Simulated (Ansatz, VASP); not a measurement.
B: VASP beside Ansatz

Contents of INCAR:

```
SYSTEM = B
  ALGO = Normal
  EDIFF = 1E-6
  EDIFFG = -0.04
  ENCUT = 600
  GGA = PE
  IBRION = 2
  ISIF = 3
  ISMEAR = 0
  LASPH = .TRUE.
  LCHARG = .FALSE.
  LREAL = .FALSE.
  LWAVE = .FALSE.
  NELM = 60
  NSW = 90
  PREC = Accurate
  SIGMA = 0.1
```

The input KPOINTS:

```
k-points
0
G
  10 8 8
  0 0 0
```

File POSCAR:

```
B
1.0
    1.6474337200      0.0000000000      0.0000000000
    0.5976328000      2.1775145200      0.0000000000
    0.5292891100      0.8867789300      2.4753329000
B
1
Direct
    0.5000000000      0.5000000000      0.5000000000
```

Input for Ansatz:

```yaml
crystal:
  lattice:
    - [1.64743372, 0.0, 0.0]
    - [0.5976328, 2.17751452, 0.0]
    - [0.52928911, 0.88677893, 2.4753329]
  atoms:
    - { symbol: B, position: [0.5, 0.5, 0.5] }
basis:
  ecutwfc: 420
kpoints:
  mp_grid: { grid: [10, 8, 8] }
hamiltonian:
  xc: pbe
scf:
  occupations: { method: gaussian, width: 0.1 }
  lower_state_search: "off"
output:
  forces: true
  stress: true
  eigenvalues: true
relax:
  adjacent_minimum: "off"
  f_tol: 0.04
  max_steps: 70
  cell: { stress_tol: 0.4 }
```

Alike in both runs: task relaxation of cell and atoms; functional PBE; k mesh 10 × 8 × 8; occupations gaussian, width 0.1 eV; no spin polarisation.

|  | VASP | Ansatz |
| --- | --- | --- |
| version | VASP 6.6.1 | Ansatz 0.2.0 |
| potentials or method | VASP PAW PBE potentials, release 64 (B), cutoff 600 eV | scalar-relativistic, plane waves, PAW |
| valence electrons in the cell | 3 | 3 |

Ansatz gave:

| Quantity | Value |
| --- | --- |
| gap on the k mesh at the Fermi level, each at its own relaxed structure (eV) | none |
| relaxed volume (Å³/atom) | 7.36 |
| relaxed length of the cell vector where the two differ most in proportion (Å) | 2.277 |

What did VASP give for the same quantities?

gap on the k mesh at the Fermi level, each at its own relaxed structure (eV): none; relaxed volume (Å³/atom): 7.41; relaxed length of the cell vector where the two differ most in proportion (Å): 2.612.

A gap of «none» marks a metal or a gap that the smearing closes. One of these differences is far larger than is usual between the two programs; its cause wasn't traced.

The k mesh is coarse, so the values compare programs but aren't converged. Noted on VASP's run: the volume moved by over 15 % at a fixed basis, so the end points are rough.
